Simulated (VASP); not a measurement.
A run of VASP 6.6.1 is set up as follows.

Contents of INCAR:

```
  PREC = Accurate
  ENCUT = 600
  EDIFF = 1E-7
  ISMEAR = 0
  SIGMA = 0.1
  LREAL = False
  LASPH = True
  NELM = 120
  ALGO = Normal
  ISIF = 3
  LWAVE = False
  LCHARG = False
  GGA = PE
  IBRION = 2
  NSW = 100
  EDIFFG = -0.01
  GGA_COMPAT = False
  NELMIN = 4
```

The input KPOINTS:

```
regular mesh
0
Gamma
  10 10 8
```

The input POSCAR:

```
MgCd3O
1.0
    4.3350060498      0.0000000000      0.0000000000
    0.0000000000      4.3350060498      0.0000000000
    0.0000000000      0.0000000000      5.4374307311
Mg Cd O
1 3 1
Direct
    0.0000000000      0.0000000000      0.0416798682
    0.5000000000      0.5000000000      0.0780968456
    0.0000000000      0.5000000000      0.4886265749
    0.5000000000      0.0000000000      0.4886265749
    0.5000000000      0.5000000000      0.6708701363
```

Potentials or basis: VASP PAW PBE potentials, release 64 (Mg, Cd, O).

Launch:

```sh
$ cat potpaw_PBE.64/Mg/POTCAR potpaw_PBE.64/Cd/POTCAR potpaw_PBE.64/O/POTCAR > POTCAR
$ mpirun -np 1 vasp_std > vasp.out
```

(1) Estimate the band gap on the k mesh.

(2) What does it give for the relaxed cell?

(3) Estimate the relaxed volume.

## Answers

(1) zero (bands 22 and 23 overlap by 3.03 eV).

(2) a = 4.346 Å, b = 4.346 Å, c = 5.436 Å, α = 90.00°, β = 90.00°, γ = 90.00°.

(3) 20.53 Å³/atom.
